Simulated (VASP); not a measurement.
# SiC (P6_3mc) in VASP: notebook, part 2 of 2

VASP 6.6.1. The steps go on from the part before.

## 4. Electric field gradients, PBEsol (volume scaled by 0.98)

Input file INCAR:

```
SYSTEM = SiC
PREC     = Accurate       ! precision mode
ENCUT    = 520            ! plane-wave cutoff, eV
EDIFF    = 1E-8           ! SCF threshold, eV
ISMEAR   = -1             ! smearing method
SIGMA    = 0.08           ! smearing width, eV
LREAL    = .FALSE.        ! projectors in reciprocal space
LASPH    = .TRUE.         ! aspherical terms in the spheres
NELM     = 80             ! most SCF steps
ALGO     = Normal         ! electronic algorithm
ISIF     = 2              ! what is computed and relaxed
LWAVE    = .FALSE.        ! write WAVECAR
LCHARG   = .FALSE.        ! write CHGCAR
GGA      = PS             ! functional
LEFG     = .TRUE.       
NBANDS   = 16             ! bands
```

Input file KPOINTS:

```
regular mesh
0
G
  15 15 8
  0 0 0
```

Input file POSCAR:

```
SiC
1.0
    3.0553533011      0.0000000000      0.0000000000
   -1.5276766505      2.6460135763      0.0000000000
    0.0000000000      0.0000000000      5.0141197845
Si C
2 2
Direct
    0.3333333333      0.6666666667      0.0000000000
    0.6666666667      0.3333333333      0.5000000000
    0.3333333333      0.6666666667      0.3850000000
    0.6666666667      0.3333333333      0.8850000000
```

Potentials or basis: VASP PAW PBE potentials, release 64 (Si, C).

Started as:

```sh
$ cat potpaw_PBE.64/Si/POTCAR potpaw_PBE.64/C/POTCAR > POTCAR
$ mpirun -np 1 vasp_std > vasp.out
```

OUTCAR:

```text
SYSTEM = SiC
   PREC = Accurate
   ENCUT = 520
   EDIFF = 1E-8
   ISMEAR = -1
   LREAL = .FALSE.
   LASPH = .TRUE.
   NELM = 80
   ISIF = 2
   GGA = PS

 ion  position               nearest neighbor table
   1  0.333  0.667  0.000-   4 1.86   4 1.86   4 1.86   3 1.93   2 3.07   2 3.07   2 3.07   2 3.07
                             2 3.07   2 3.07
   2  0.667  0.333  0.500-   3 1.86   3 1.86   3 1.86   4 1.93   1 3.07   1 3.07   1 3.07   1 3.07
                             1 3.07   1 3.07
   3  0.333  0.667  0.385-   2 1.86   2 1.86   2 1.86   1 1.93
   4  0.667  0.333  0.885-   1 1.86   1 1.86   1 1.86   2 1.93

  LATTYP: Found a hexagonal cell.
 ALAT       =     3.0553533011
 C/A-ratio  =     1.6410932846

  Lattice vectors:

 A1 = (   3.0553533011,   0.0000000000,   0.0000000000)
 A2 = (  -1.5276766505,   2.6460135763,   0.0000000000)
 A3 = (   0.0000000000,   0.0000000000,   5.0141197845)

Analysis of symmetry for initial positions (statically):
=====================================================================
 Subroutine PRICEL returns:
 Original cell was already a primitive cell.

 Routine SETGRP: Setting up the symmetry group for a
 hexagonal supercell.

 Subroutine GETGRP returns: Found 12 space group operations
 (whereof  6 operations were pure point group operations)
 out of a pool of 24 trial point group operations.

The static configuration has the point symmetry C_3v.
 The point group associated with its full space group is C_6v.

Analysis of symmetry for dynamics (positions and initial velocities):
=====================================================================
 Subroutine PRICEL returns:
 Original cell was already a primitive cell.

 Routine SETGRP: Setting up the symmetry group for a
 hexagonal supercell.

 Subroutine GETGRP returns: Found 12 space group operations
 (whereof  6 operations were pure point group operations)
 out of a pool of 24 trial point group operations.

The dynamic configuration has the point symmetry C_3v.
 The point group associated with its full space group is C_6v.

 Subroutine INISYM returns: Found 12 space group operations
 (whereof  6 operations are pure point group operations),
 and found     1 'primitive' translations

----------------------------------------------------------------------------------------

                                     Primitive cell

  volume of cell :      40.5367

  direct lattice vectors                    reciprocal lattice vectors
     3.055353301  0.000000000  0.000000000     0.327294392  0.188963505  0.000000000
    -1.527676650  2.646013576  0.000000000     0.000000000  0.377927010  0.000000000
     0.000000000  0.000000000  5.014119785     0.000000000  0.000000000  0.199436799

  length of vectors
     3.055353301  3.055353301  5.014119785     0.377927010  0.377927010  0.199436799

  position of ions in fractional coordinates (direct lattice)
     0.333333333  0.666666667  0.000000000
     0.666666667  0.333333333  0.500000000
     0.333333333  0.666666667  0.385000000
     0.666666667  0.333333333  0.885000000

  ion indices of the primitive-cell ions
   primitive index   ion index
                 1           1
                 2           2
                 3           3
[... 87 lines left out ...]
   EFERMI =   0.00;   METHOD = LEGACY
   ISMEAR =    -1;   SIGMA  =   0.08  broadening in eV -4-tet -1-fermi 0-gaus
   EFERMI_NEDOS =   21; number of points for ismear=-14 and -15
   IALGO  =     38    algorithm
   IMIX   =      4    mixing-type and parameters
     AMIX     =   0.40;   BMIX     =  1.00
     AMIX_MAG =   1.60;   BMIX_MAG =  1.00
  volume/ion in A,a.u.               =      10.13        68.39
  Fermi-wavevector in a.u.,A,eV,Ry     =   1.200878  2.269330 19.621058  1.442107
  Thomas-Fermi vector in A             =   2.336702
   LORBIT       =      0    0 simple, 1 ext, 2 COOP (PROOUT), +10 PAW based schemes
   GGA     = PS    functional components
   LHFCALC =     F    Hartree Fock is set to
   AEXX    =    0.0000 exact exchange contribution
   IVDW    =     0    specifies the selected vdW correction
   LEPSILON=     F    determine dielectric tensor
   LRPA    =     F    only Hartree local field effects (RPA)
 non-spin polarized calculation
  energy-cutoff  :      520.00
  volume of cell :       40.54
 maximum number of plane-waves:      1108
 NGX is ok and might be reduce to    24
   NGX = 11   NGY = 11   NGZ = 19

 number of electron      15.9999999 magnetization

 Free energy of the ion-electron system (eV)
  ---------------------------------------------------
  ext. energy  EPLUGINS =         0.00000000
  ---------------------------------------------------
  free energy    TOTEN  =       -31.77074872 eV

  energy without entropy =      -31.77074870  energy(sigma->0) =      -31.77074871

 E-fermi :   9.6756     XC(G=0): -11.5847

 val. band max:        8.5848474816   @ k =   0.0000   0.0000   0.0000
 cond. band min:      10.7084920249   @ k =   0.3333   0.3333   0.0000
 fundamental gap:      2.1236445433
 Fermi energy:         9.6755980331

 k-point     1 :       0.0000    0.0000    0.0000
  band No.  band energies     occupation
      1      -7.3182      2.00000
      2      -3.7006      2.00000
      3      -0.2932      2.00000
      4       7.0189      2.00000
      5       7.0189      2.00000
      6       8.3152      2.00000
[... 433 lines left out ...]
      3       1.0084      2.00000
      4       2.2425      2.00000
      5       2.6964      2.00000
      6       3.6947      2.00000
[... 8 lines left out ...]
     15      19.6628      0.00000
     16      20.5492      0.00000

 [... further k-points ...]
[... 5 lines left out ...]
  --------------------------------------------------------------------------------------
  -------------------------------------------------------------------------------------
  Total        1.8359878      1.8359878      0.3644668      0.0000000      0.0000000      0.0000000
  in kB       72.5658302     72.5658302     14.4052344      0.0000000      0.0000000      0.0000000
  external PRESSURE =      53.1789649 kB  Pullay stress =       0.0000000 kB

 VOLUME and BASIS-vectors are now :
 -----------------------------------------------------------------------------
  energy-cutoff  :      520.00
  volume of cell :       40.54
      direct lattice vectors                 reciprocal lattice vectors
     3.055353301  0.000000000  0.000000000     0.327294392  0.188963505  0.000000000
    -1.527676650  2.646013576  0.000000000     0.000000000  0.377927010  0.000000000
     0.000000000  0.000000000  5.014119785     0.000000000  0.000000000  0.199436799

 POSITION                                       TOTAL-FORCE (eV/Angst)
 -----------------------------------------------------------------------------------
     -0.00000      1.76401      0.00000        -0.000000     -0.000000      0.783577
      1.52768      0.88200      2.50706         0.000000      0.000000      0.783577
     -0.00000      1.76401      1.93044        -0.000000      0.000000     -0.783577
      1.52768      0.88200      4.43750         0.000000     -0.000000     -0.783577
 -----------------------------------------------------------------------------------
    total drift:                                0.000000      0.000000     -0.000063

  FREE ENERGIE OF THE ION-ELECTRON SYSTEM (eV)
  ---------------------------------------------------
  free  energy   TOTEN  =       -31.7707487190 eV

  energy  without entropy=      -31.7707486993  energy(sigma->0) =      -31.77074871

 Electric field gradients (V/A^2)
---------------------------------------------------------------------
 ion       V_xx      V_yy      V_zz      V_xy      V_xz      V_yz
---------------------------------------------------------------------
   1      -8.770    -8.770    17.539    -0.000     0.000    -0.000
   2      -8.770    -8.770    17.539    -0.000    -0.000     0.000
   3      -1.543    -1.543     3.086    -0.000    -0.000     0.000
   4      -1.543    -1.543     3.086    -0.000     0.000    -0.000
---------------------------------------------------------------------

 Electric field gradients after diagonalization (V/A^2)
 (convention: |V_zz| > |V_xx| > |V_yy|)
----------------------------------------------------------------------
 ion       V_xx      V_yy      V_zz     asymmetry (V_yy - V_xx)/ V_zz
----------------------------------------------------------------------
   1      -8.770    -8.770    17.539       0.000
   2      -8.770    -8.770    17.539       0.000
   3      -1.543    -1.543     3.086       0.000
   4      -1.543    -1.543     3.086       0.000
----------------------------------------------------------------------

           NMR quadrupolar parameters

 Cq : quadrupolar parameter    Cq=e*Q*V_zz/h
 eta: asymmetry parameters     (V_yy - V_xx)/ V_zz
 Q  : nuclear electric quadrupole moment in mb (millibarn)
----------------------------------------------------------------------
 ion       Cq(MHz)       eta       Q (mb)
----------------------------------------------------------------------
   1       0.042       0.000       1.000
   2       0.042       0.000       1.000
   3       0.007       0.000       1.000
   4       0.007       0.000       1.000
----------------------------------------------------------------------
```

It took 55 s on 1 thread of Intel Xeon 6975P-C, shared host; peak memory 0.21 GiB.

Results:

```yaml
Free_energy: -31.7707 eV
Pressure: 5.3 GPa
Largest_force: 0.784 eV/Å
Band_gap_on_the_k_mesh: 2.12 eV, indirect (least direct gap 4.01 eV)
```

Forces on the atoms (eV/Å):
```
Si   0.000  0.000  0.784
Si   0.000  0.000  0.784
C    0.000  0.000 -0.784
C    0.000  0.000 -0.784
```

Levels at points of the mesh, in eV from the valence-band top:
```
           k point  band 4  band 5  band 6  band 7  band 8  band 9  band 10  band 11  band 12  band 13
(0.00, 0.00, 0.00)   -1.57   -1.57   -0.27   -0.27    0.00    4.75     6.18     6.55     6.55     7.67
(0.00, 0.00, 0.50)   -4.52   -0.97   -0.97   -0.97   -0.97    5.83     5.83     7.21     7.21     7.21
```

Electric field gradients, principal values (V/Å²):
| atom | least | middle | greatest (by size) |
| --- | --- | --- | --- |
| 1 Si | -8.770 | -8.770 | 17.539 |
| 2 Si | -8.770 | -8.770 | 17.539 |
| 3 C | -1.543 | -1.543 | 3.086 |
| 4 C | -1.543 | -1.543 | 3.086 |

Caveat: the cell differs from its parent crystal (volume scaled by 0.98); without QUAD_EFG the Cq values of the log hold for a quadrupole moment of 1 mb, not for the nuclei; the PAW data sets were made with another functional, which shifts forces and pressure a little.

## 5. Electric field gradients, PBEsol

This run uses another cell than the first one, of 10.34 Å³/atom, 0.971 times its volume.

Input file INCAR:

```
PREC = Accurate
ENCUT = 520
EDIFF = 1E-8
ISMEAR = -1
SIGMA = 0.08
LREAL = F
LASPH = T
NELM = 60
ALGO = Normal
ISIF = 2
LWAVE = F
LCHARG = F
GGA = PS
LEFG = T
NBANDS = 16
```

Input file KPOINTS:

```
regular mesh
0
Gamma
  15 15 8
```

Input file POSCAR:

```
SiC
1.0
    3.0759982064      0.0000000000      0.0000000000
   -1.5379991032      2.6638925888      0.0000000000
    0.0000000000      0.0000000000      5.0480000000
Si C
2 2
Direct
    0.3333333333      0.6666666667      0.0000000000
    0.6666666667      0.3333333333      0.5000000000
    0.3333333333      0.6666666667      0.3850000000
    0.6666666667      0.3333333333      0.8850000000
```

Potentials or basis: VASP PAW PBE potentials, release 64 (Si, C).

Started as:

```sh
$ cat potpaw_PBE.64/Si/POTCAR potpaw_PBE.64/C/POTCAR > POTCAR
$ mpirun -np 1 vasp_std > vasp.out
```

OUTCAR:

```text
PREC = Accurate
   ENCUT = 520
   EDIFF = 1E-8
   ISMEAR = -1
   LREAL = F
   LASPH = T
   NELM = 60
   ISIF = 2
   GGA = PS

 ion  position               nearest neighbor table
   1  0.333  0.667  0.000-   4 1.87   4 1.87   4 1.87   3 1.94   2 3.09   2 3.09   2 3.09   2 3.09
                             2 3.09   2 3.09
   2  0.667  0.333  0.500-   3 1.87   3 1.87   3 1.87   4 1.94   1 3.09   1 3.09   1 3.09   1 3.09
                             1 3.09   1 3.09
   3  0.333  0.667  0.385-   2 1.87   2 1.87   2 1.87   1 1.94
   4  0.667  0.333  0.885-   1 1.87   1 1.87   1 1.87   2 1.94

  LATTYP: Found a hexagonal cell.
 ALAT       =     3.0759982064
 C/A-ratio  =     1.6410932846

  Lattice vectors:

 A1 = (   3.0759982064,   0.0000000000,   0.0000000000)
 A2 = (  -1.5379991032,   2.6638925888,   0.0000000000)
 A3 = (   0.0000000000,   0.0000000000,   5.0480000000)

Analysis of symmetry for initial positions (statically):
[... 664 lines left out ...]
 -----------------------------------------------------------------------------------
     -0.00000      1.77593      0.00000        -0.000000      0.000000      0.751098
      1.53800      0.88796      2.52400         0.000000     -0.000000      0.751098
     -0.00000      1.77593      1.94348        -0.000000      0.000000     -0.751098
      1.53800      0.88796      4.46748         0.000000     -0.000000     -0.751098
 -----------------------------------------------------------------------------------
    total drift:                                0.000000      0.000000     -0.000182

  FREE ENERGIE OF THE ION-ELECTRON SYSTEM (eV)
  ---------------------------------------------------
  free  energy   TOTEN  =       -31.7860946520 eV

  energy  without entropy=      -31.7860946356  energy(sigma->0) =      -31.78609464

 Electric field gradients (V/A^2)
---------------------------------------------------------------------
 ion       V_xx      V_yy      V_zz      V_xy      V_xz      V_yz
---------------------------------------------------------------------
   1      -8.584    -8.584    17.167    -0.000     0.000    -0.000
   2      -8.584    -8.584    17.167    -0.000    -0.000     0.000
   3      -1.481    -1.481     2.962    -0.000    -0.000     0.000
   4      -1.481    -1.481     2.962    -0.000     0.000    -0.000
---------------------------------------------------------------------

 Electric field gradients after diagonalization (V/A^2)
 (convention: |V_zz| > |V_xx| > |V_yy|)
----------------------------------------------------------------------
 ion       V_xx      V_yy      V_zz     asymmetry (V_yy - V_xx)/ V_zz
----------------------------------------------------------------------
   1      -8.584    -8.583    17.167       0.000
   2      -8.584    -8.583    17.167       0.000
   3      -1.481    -1.481     2.962       0.000
   4      -1.481    -1.481     2.962       0.000
----------------------------------------------------------------------

           NMR quadrupolar parameters

 Cq : quadrupolar parameter    Cq=e*Q*V_zz/h
 eta: asymmetry parameters     (V_yy - V_xx)/ V_zz
 Q  : nuclear electric quadrupole moment in mb (millibarn)
----------------------------------------------------------------------
 ion       Cq(MHz)       eta       Q (mb)
----------------------------------------------------------------------
   1       0.042       0.000       1.000
   2       0.042       0.000       1.000
   3       0.007       0.000       1.000
   4       0.007       0.000       1.000
----------------------------------------------------------------------
```

Run time: 51 s. Hardware: 1 thread of Intel Xeon 6975P-C, shared host; peak memory 0.21 GiB.

What came out:

```yaml
Free_energy: -31.7861 eV
Pressure: 0.6 GPa
Largest_force: 0.751 eV/Å
Band_gap_on_the_k_mesh: 2.16 eV, indirect (least direct gap 3.97 eV)
```

Forces in eV/Å, atoms in the order of the input:
```
Si   0.000  0.000  0.751
Si   0.000  0.000  0.751
C    0.000  0.000 -0.751
C    0.000  0.000 -0.751
```

Stress tensor (GPa, compression positive):
```
 2.27  0.00  0.00
 0.00  2.27  0.00
 0.00  0.00 -2.68
```

Electric field gradients, principal values (V/Å²):
| atom | least | middle | greatest (by size) |
| --- | --- | --- | --- |
| 1 Si | -8.583 | -8.584 | 17.167 |
| 2 Si | -8.583 | -8.584 | 17.167 |
| 3 C | -1.481 | -1.481 | 2.962 |
| 4 C | -1.481 | -1.481 | 2.962 |

Caveat: without QUAD_EFG the Cq values of the log hold for a quadrupole moment of 1 mb, not for the nuclei; the PAW data sets were made with another functional, which shifts forces and pressure a little.

## 6. Summary

| cell | gap on the mesh (eV) | pressure (GPa) | largest force (eV/Å) |
| --- | --- | --- | --- |
| a = 3.076, b = 3.076, c = 5.199 Å, angles 90.0, 90.0, 120.0°, 4 atoms | 2.28 | -4.7 | 0.85 |
| a = 3.013, b = 3.013, c = 4.945 Å, angles 90.0, 90.0, 120.0°, 4 atoms | 2.04 | 16.2 | 0.85 |
| a = 3.055, b = 3.055, c = 5.014 Å, angles 90.0, 90.0, 120.0°, 4 atoms | 2.12 | 5.3 | 0.78 |
| a = 3.076, b = 3.076, c = 5.048 Å, angles 90.0, 90.0, 120.0°, 4 atoms | 2.16 | 0.6 | 0.75 |

Alike in all rows: task electric field gradients; level PBEsol; potentials or basis VASP PAW PBE potentials, release 64 (Si, C); no spin polarisation; k mesh 15 × 15 × 8; cutoff (eV) 520; smearing fermi-dirac 0.08 eV.

Caveats: the PAW data sets were made with another functional, which shifts forces and pressure a little.

Total energies depend on the potentials used, so only differences within one code and one set of settings carry meaning.
